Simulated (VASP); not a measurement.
Input of a VASP 6.6.1 run:

The input INCAR:

```
SYSTEM = BP
PREC = Accurate
ENCUT = 520
EDIFF = 1E-7
ISMEAR = 0
SIGMA = 0.05
LREAL = .False.
LASPH = .True.
NELM = 100
ALGO = Normal
ISIF = 2
LWAVE = .False.
LCHARG = .False.
GGA = PS
NBANDS = 11
```

KPOINTS

```
regular mesh
0
Gamma
  10 10 10
  0 0 0
```

POSCAR

```
BP
1.0
    0.0000000000      2.3143800000      2.2690000000
    2.2690000000      0.0000000000      2.2690000000
    2.2690000000      2.3143800000      0.0000000000
B P
1 1
Direct
    0.0000000000      0.0000000000      0.0000000000
    0.7500000000      0.7500000000      0.7500000000
```

Potentials or basis: VASP PAW PBE potentials, release 64 (B, P).

Command:

```bash
$ cat potpaw_PBE.64/B/POTCAR potpaw_PBE.64/P/POTCAR > POTCAR
$ mpirun -np 1 vasp_std > vasp.out
```

Problem. Estimate the pressure.

Solution. -5.0 GPa.

Problem. What does it give for the band gap on the k mesh?

Solution. 1.01 eV, indirect (least direct gap 3.23 eV).

Stress tensor (GPa, compression positive):
```
-3.20  0.00  0.00
 0.00 -8.46  0.00
 0.00  0.00 -3.20
```

Caveat: the cell differs from its parent crystal (strain +0.0200 x Voigt [0, 1, 0, 0, 0, 0]); the PAW data sets were made with another functional, which shifts forces and pressure a little. A k mesh can miss the band edges.
